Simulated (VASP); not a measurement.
Here is a VASP 6.6.1 calculation.

Contents of POSCAR:

```
Ni
1.0
    0.0000000000      1.7393352784      1.7393352784
    1.7393352784      0.0000000000      1.7393352784
    1.7393352784      1.7393352784      0.0000000000
Ni
1
Direct
    0.0000000000      0.0000000000      0.0000000000
```

INCAR.step1

```
SYSTEM = Ni
PREC = Accurate ; ENCUT = 520
ISMEAR = 0 ; SIGMA = 0.1
LREAL = .FALSE. ; LASPH = .TRUE.
NELM = 150 ; ISPIN = 2
MAGMOM = 0.88 ; LMAXMIX = 4
NBANDS = 15 ; GGA = PE
ALGO = Normal ; EDIFF = 1E-4
LWAVE = .TRUE. ; LCHARG = .FALSE.
```

File INCAR.step2:

```
SYSTEM = Ni
PREC = Accurate ; ENCUT = 520
EDIFF = 1E-6 ; ISMEAR = 0
SIGMA = 0.1 ; LREAL = .FALSE.
LASPH = .TRUE. ; NELM = 150
ALGO = Normal ; ISIF = 2
LWAVE = .FALSE. ; LCHARG = .TRUE.
ISPIN = 2 ; MAGMOM = 0.88
LORBIT = 11 ; LMAXMIX = 4
METAGGA = R2SCAN ; LMIXTAU = .TRUE.
LELF = .TRUE. ; LVHAR = .TRUE.
NBANDS = 15 ; ISTART = 1
```

KPOINTS

```
regular mesh
0
G
  20 20 20
  0 0 0
```

Potentials or basis: VASP PAW PBE potentials, release 64 (Ni).

Launch:

```console
$ cat potpaw_PBE.64/Ni/POTCAR > POTCAR
$ cp INCAR.step1 INCAR
$ mpirun -np 1 vasp_std > vasp.out
$ cp INCAR.step2 INCAR
$ mpirun -np 1 vasp_std > vasp.out
```

(1) Estimate the site moments.

(2) What does it give for the net moment?

(3) Estimate the pressure.

## Answers

(1) Ni +0.74 μB.

(2) 0.72 μB per cell.

(3) 0.5 GPa.

Caveat: the PAW data sets were made with another functional, which shifts forces and pressure a little.
